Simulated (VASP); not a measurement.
# Ge (Fd-3m) in VASP: notebook, part 2 of 2

VASP 6.6.1. The steps go on from the part before.

## 3. Single point, LDA (volume scaled by 0.98)

The input, INCAR:

```
SYSTEM = Ge
PREC = Accurate
ENCUT = 520
EDIFF = 1E-6
ISMEAR = -1
SIGMA = 0.15
LREAL = .False.
LASPH = .True.
NELM = 80
ALGO = Normal
ISIF = 2
LWAVE = .False.
LCHARG = .False.
NBANDS = 21
```

The input, KPOINTS:

```
regular mesh
0
Gamma
  14 14 14
  0 0 0
```

The input, POSCAR:

```
Ge
1.0
    0.0000000000      2.7929388427      2.7929388427
    2.7929388427      0.0000000000      2.7929388427
    2.7929388427      2.7929388427      0.0000000000
Ge
2
Direct
    0.5000000000      0.5000000000      0.5000000000
    0.7500000000      0.7500000000      0.7500000000
```

Potentials or basis: VASP PAW LDA potentials, release 64 (Ge_d).

On the command line:

```sh
$ cat potpaw_LDA.64/Ge_d/POTCAR > POTCAR
$ mpirun -np 1 vasp_std > vasp.out
```

OUTCAR:

```text
SYSTEM = Ge
   PREC = Accurate
   ENCUT = 520
   EDIFF = 1E-6
   ISMEAR = -1
   LREAL = .False.
   LASPH = .True.
   NELM = 80
   ISIF = 2

 ion  position               nearest neighbor table
   1  0.500  0.500  0.500-   2 2.42   2 2.42   2 2.42   2 2.42
   2  0.750  0.750  0.750-   1 2.42   1 2.42   1 2.42   1 2.42

  LATTYP: Found a face centered cubic cell.
 ALAT       =     5.5858776854

  Lattice vectors:

 A1 = (   0.0000000000,   2.7929388427,   2.7929388427)
 A2 = (   2.7929388427,   0.0000000000,   2.7929388427)
[... 190 lines left out ...]
      4     -19.8553      2.00000
      5     -19.8553      2.00000
      6     -19.6230      2.00000
[... 565 lines left out ...]
     20      14.4319      0.00000
     21      15.0345      0.00000

 [... further k-points ...]
[... 5 lines left out ...]
  --------------------------------------------------------------------------------------
  -------------------------------------------------------------------------------------
  Total        0.4809916      0.4809916      0.4809916      0.0000000      0.0000000     -0.0000000
  in kB       17.6861697     17.6861697     17.6861697      0.0000000      0.0000000     -0.0000000
  external PRESSURE =      17.6861697 kB  Pullay stress =       0.0000000 kB

 VOLUME and BASIS-vectors are now :
 -----------------------------------------------------------------------------
  energy-cutoff  :      520.00
  volume of cell :       43.57
      direct lattice vectors                 reciprocal lattice vectors
     0.000000000  2.792938843  2.792938843    -0.179022896  0.179022896  0.179022896
     2.792938843  0.000000000  2.792938843     0.179022896 -0.179022896  0.179022896
     2.792938843  2.792938843  0.000000000     0.179022896  0.179022896 -0.179022896

 POSITION                                       TOTAL-FORCE (eV/Angst)
 -----------------------------------------------------------------------------------
      2.79294      2.79294      2.79294         0.000000      0.000000      0.000000
      4.18941      4.18941      4.18941        -0.000000     -0.000000     -0.000000
 -----------------------------------------------------------------------------------
    total drift:                                0.000000     -0.000000     -0.000000

  FREE ENERGIE OF THE ION-ELECTRON SYSTEM (eV)
  ---------------------------------------------------
  free  energy   TOTEN  =       -10.3894237121 eV

  energy  without entropy=      -10.3823157678  energy(sigma->0) =      -10.38586974
```

OSZICAR:

```text
N       E                     dE             d eps       ncg     rms          rms(c)
DAV:   1     0.194621745268E+03    0.19462E+03   -0.14660E+04  4896   0.363E+03
DAV:   2     0.172607694911E+02   -0.17736E+03   -0.17174E+03  4388   0.623E+02
DAV:   3    -0.967882914801E+01   -0.26940E+02   -0.26764E+02  5003   0.143E+02
DAV:   4    -0.105660777661E+02   -0.88725E+00   -0.88677E+00  4898   0.307E+01
DAV:   5    -0.105799873355E+02   -0.13910E-01   -0.13909E-01  4981   0.419E+00    0.345E+00
DAV:   6    -0.104521388507E+02    0.12785E+00   -0.39962E-02  4863   0.159E+00    0.197E+00
DAV:   7    -0.103886951373E+02    0.63444E-01   -0.79296E-02  4786   0.201E+00    0.141E-01
DAV:   8    -0.103893926150E+02   -0.69748E-03   -0.57343E-03  4928   0.796E-01    0.464E-02
DAV:   9    -0.103894274201E+02   -0.34805E-04   -0.86072E-05  5115   0.890E-02    0.134E-02
DAV:  10    -0.103894238307E+02    0.35894E-05   -0.85319E-06  5789   0.423E-02    0.443E-03
DAV:  11    -0.103894237121E+02    0.11861E-06   -0.92548E-07  3406   0.817E-03
   1 F= -.10389424E+02 E0= -.10385870E+02  d E =-.710794E-02
```

stdout:

```text
POSCAR found type information on POSCAR Ge
 POSCAR found :  1 types and       2 ions
 scaLAPACK will be used
 LDA part: xc-table for (Slater(with rela. corr.)+CA(PZ))
 , standard interpolation
 POSCAR, INCAR and KPOINTS ok, starting setup
 FFT: planning ... GRIDC
 FFT: planning ... GRID_SOFT
 FFT: planning ... GRID
 WAVECAR not read
 entering main loop
```

Wall time 2 min (1 thread of Intel Xeon 8259CL, shared host); peak memory 0.2 GiB.

Results:

| Item | Value |
| --- | --- |
| Free energy | -10.3894 eV |
| Pressure | 1.8 GPa |
| Band gap on the k mesh | 0.19 eV, indirect (least direct gap 0.21 eV) |

Caveat: the cell differs from its parent crystal (volume scaled by 0.98). A k mesh can miss the band edges.

## 4. Single point, LDA

This run uses another cell than the first one, of 22.21 Å³/atom, 0.981 times its volume.

The input, INCAR:

```
SYSTEM = Ge
ALGO = Normal ; EDIFF = 1E-6
ENCUT = 520 ; ISIF = 2
ISMEAR = 0 ; LASPH = .TRUE.
LCHARG = .TRUE. ; LELF = .TRUE.
LREAL = .FALSE. ; LVHAR = .TRUE.
LWAVE = .FALSE. ; NBANDS = 21
NELM = 80 ; PREC = Accurate
SIGMA = 0.1
```

The input, KPOINTS:

```
k-points
0
G
  14 14 14
  0 0 0
```

The input, POSCAR:

```
Ge
1.0
    0.0000000000      2.8109115258      2.8109115258
    2.8109115258      0.0000000000      2.8109115258
    2.8109115258      2.8109115258      0.0000000000
Ge
2
Direct
    0.5000000000      0.5000000000      0.5000000000
    0.7500000000      0.7500000000      0.7500000000
```

On the command line:

```sh
$ cat potpaw_LDA.64/Ge_d/POTCAR > POTCAR
$ mpirun -np 1 vasp_std > vasp.out
```

It took 2 min on 1 thread of Intel Xeon 8259CL, shared host; peak memory 0.2 GiB.

Results (log left out):

| Item | Value |
| --- | --- |
| Free energy | -10.3919 eV |
| Pressure | 0.2 GPa |

Levels at points of the mesh, in eV from the Fermi level:
```tsv
k point	band 10	band 11	band 12	band 13	band 14	band 15	band 16	band 17	band 18	band 19
(0.00, 0.00, 0.00)	-24.73	-12.99	-0.04	-0.04	-0.04	-0.01	2.50	2.50	2.50	6.22
(0.50, 0.00, 0.00)	-24.70	-10.85	-7.76	-1.47	-1.47	0.09	3.69	3.69	6.94	10.48
(0.50, 0.50, 0.00)	-24.69	-9.03	-9.03	-3.18	-3.18	0.61	0.61	9.53	9.53	11.59
```

## 5. Single point, LDA

This run uses another cell than the first one, of 22.23 Å³/atom, 0.982 times its volume.

The input, INCAR:

```
SYSTEM = Ge
PREC = Accurate
ENCUT = 520
EDIFF = 1E-6
ISMEAR = -1
SIGMA = 0.15
LREAL = .False.
LASPH = .True.
NELM = 100
ALGO = Normal
ISIF = 2
LWAVE = .False.
LCHARG = .False.
GGA = CA
NBANDS = 21
```

The input, KPOINTS:

```
regular mesh
0
Gamma
  14 14 14
  0 0 0
```

The input, POSCAR:

```
Ge
1.0
    0.0000000000      2.8118106236      2.8118106236
    2.8118106236      0.0000000000      2.8118106236
    2.8118106236      2.8118106236      0.0000000000
Ge
2
Direct
    0.5000000000      0.5000000000      0.5000000000
    0.7500000000      0.7500000000      0.7500000000
```

On the command line:

```sh
$ cat potpaw_LDA.64/Ge_d/POTCAR > POTCAR
$ mpirun -np 1 vasp_std > vasp.out
```

Run time: 1.9 min. Hardware: 1 thread of Intel Xeon 8259CL, shared host; peak memory 0.2 GiB.

It converged, with:

```yaml
Free_energy: -10.3945 eV
Pressure: 0.2 GPa
```

Levels at points of the mesh, in eV from the Fermi level:
| k point | band 10 | band 11 | band 12 | band 13 | band 14 | band 15 | band 16 | band 17 | band 18 | band 19 |
| --- | --- | --- | --- | --- | --- | --- | --- | --- | --- | --- |
| (0.00, 0.00, 0.00) | -24.77 | -13.02 | -0.07 | -0.07 | -0.07 | -0.05 | 2.46 | 2.46 | 2.46 | 6.18 |
| (0.50, 0.00, 0.00) | -24.74 | -10.88 | -7.79 | -1.51 | -1.51 | 0.05 | 3.66 | 3.66 | 6.91 | 10.44 |
| (0.50, 0.50, 0.00) | -24.72 | -9.07 | -9.07 | -3.21 | -3.21 | 0.57 | 0.57 | 9.49 | 9.49 | 11.55 |

## 6. Single point, LDA (volume scaled by 1.02)

The input, INCAR:

```
PREC = Accurate
ENCUT = 520
EDIFF = 1E-7
ISMEAR = -1
SIGMA = 0.15
LREAL = False
LASPH = True
NELM = 100
ALGO = Normal
ISIF = 2
LWAVE = False
LCHARG = False
GGA = CA
NBANDS = 21
```

The input, KPOINTS:

```
regular mesh
0
Gamma
  14 14 14
```

The input, POSCAR:

```
Ge
1.0
    0.0000000000      2.8304324287      2.8304324287
    2.8304324287      0.0000000000      2.8304324287
    2.8304324287      2.8304324287      0.0000000000
Ge
2
Direct
    0.5000000000      0.5000000000      0.5000000000
    0.7500000000      0.7500000000      0.7500000000
```

Potentials or basis: VASP PAW LDA potentials, release 64 (Ge_d).

On the command line:

```sh
$ cat potpaw_LDA.64/Ge_d/POTCAR > POTCAR
$ mpirun -np 1 vasp_std > vasp.out
```

It took 100 s on 1 thread of Intel Xeon 8259CL, shared host; peak memory 0.2 GiB.

Results (log left out):

* Free energy: -10.3916 eV
* Pressure: -1.2 GPa
* Band gap on the k mesh: zero (filled and empty bands touch)

Levels at points of the mesh, in eV from the Fermi level:
```tsv
k point	band 11	band 12	band 13	band 14	band 15	band 16	band 17	band 18
(0.00, 0.00, 0.00)	-12.85	-0.21	-0.06	-0.06	-0.06	2.47	2.47	2.47
(0.50, 0.00, 0.00)	-10.76	-7.68	-1.46	-1.46	0.00	3.66	3.66	6.91
(0.50, 0.50, 0.00)	-8.97	-8.97	-3.13	-3.13	0.61	0.61	9.34	9.34
```

Caveat: the cell differs from its parent crystal (volume scaled by 1.02).

## 7. Overview

| cell | k mesh | smearing | gap on the mesh (eV) | pressure (GPa) |
| --- | --- | --- | --- | --- |
| a = 4.000 Å, angles 60.0°, 2 atoms | 6 × 6 × 6 | gaussian 0.1 eV | none | -1.0 |
| a = 3.950 Å, angles 60.0°, 2 atoms | 14 × 14 × 14 | fermi-dirac 0.15 eV | 0.19 | 1.8 |
| a = 3.975 Å, angles 60.0°, 2 atoms | 14 × 14 × 14 | gaussian 0.1 eV | - | 0.2 |
| a = 3.977 Å, angles 60.0°, 2 atoms | 14 × 14 × 14 | fermi-dirac 0.15 eV | - | 0.2 |
| a = 4.003 Å, angles 60.0°, 2 atoms | 14 × 14 × 14 | fermi-dirac 0.15 eV | none | -1.2 |

Alike in all rows: task single point; level LDA; potentials or basis VASP PAW LDA potentials, release 64 (Ge_d); no spin polarisation; cutoff (eV) 520.

Absolute energies hang on the potentials; compare differences alone.

## 8. Comparison with measurements

Step 2. Against the measured gap of Ge, 0.807 eV (direct; 300 K; “Electronic and optical properties of SixGe1-x-ySny alloys lattice-matched to Ge”, 2021, arxiv:2109.02782), the calculated 0.00 eV is off by -0.81 eV. 3 values of this kind are on record (0.666 to 0.807 eV); this one was drawn at random among those near their median. Spin-orbit coupling on Ge is left out. The value is that of LDA on a finite k mesh, which can miss the band edges, without temperature or zero-point motion. Semilocal functionals fall short of measured gaps as a rule.
